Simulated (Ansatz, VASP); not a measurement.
## One calculation of TePb, two programs

Contents of INCAR:

```
SYSTEM = TePb
ALGO     = Normal         ! electronic algorithm
EDIFF    = 1E-7           ! SCF threshold, eV
ENCUT    = 520            ! plane-wave cutoff, eV
GGA      = PE             ! functional
ISIF     = 2              ! what is computed and relaxed
ISMEAR   = -1             ! smearing method
LASPH    = .TRUE.         ! aspherical terms in the spheres
LCHARG   = .FALSE.        ! write CHGCAR
LREAL    = .FALSE.        ! projectors in reciprocal space
LWAVE    = .FALSE.        ! write WAVECAR
NBANDS   = 28             ! bands
NELM     = 60             ! most SCF steps
PREC     = Accurate       ! precision mode
SIGMA    = 0.02           ! smearing width, eV
```

Contents of KPOINTS:

```
k-points
0
G
  6 6 4
  0 0 0
```

Contents of POSCAR:

```
TePb
1.0
    4.6167254048      0.0000000000      0.0000000000
   -2.3083627024      3.9982014829      0.0000000000
    0.0000000000      0.0000000000      8.0364907767
Pb Te
2 2
Direct
    0.0000000000      0.0000000000      0.0000000000
    0.0000000000      0.0000000000      0.5000000000
    0.3333333333      0.6666666667      0.2500000000
    0.6666666667      0.3333333333      0.7500000000
```

Input for Ansatz:

```yaml
crystal:
  lattice:
    - [4.6167254048, 0.0, 0.0]
    - [-2.3083627024, 3.9982014829, 0.0]
    - [0.0, 0.0, 8.0364907767]
  atoms:
    - { symbol: Pb, position: [0.0, 0.0, 0.0] }
    - { symbol: Pb, position: [0.0, 0.0, 0.5] }
    - { symbol: Te, position: [0.3333333333, 0.6666666667, 0.25] }
    - { symbol: Te, position: [0.6666666667, 0.3333333333, 0.75] }
kpoints:
  mp_grid: { grid: [6, 6, 4] }
hamiltonian:
  xc: pbe
scf:
  occupations: { method: fermi_dirac, width: 0.02 }
  n_extra_bands: 5
output:
  forces: true
  stress: true
  eigenvalues: true
```

Alike in both runs: task single point; functional PBE; k mesh 6 × 6 × 4; occupations fermi-dirac, width 0.02 eV; no spin polarisation.

```csv
,VASP,Ansatz
version,VASP 6.6.1,Ansatz 0.2.0
potentials or method,"VASP PAW PBE potentials, release 64 (Pb_d, Te)","plane waves, PAW"
plane-wave cutoff (eV),520,420
valence electrons in the cell,40,60
```

Ansatz gave:

| Quantity | Value |
| --- | --- |
| pressure (GPa) | -1.0 |
| traceless stress, the component that is largest in VASP (GPa) | -0.13 |

Task: What did VASP give for the same quantities?

Result: Pressure (GPa): -1.1; traceless stress, the component that is largest in VASP (GPa): -0.13.

VASP's potentials hold 40 valence electrons a cell and Ansatz's 60, so a difference there can come from the potentials and not from the codes.

Neither program's run includes spin-orbit coupling.
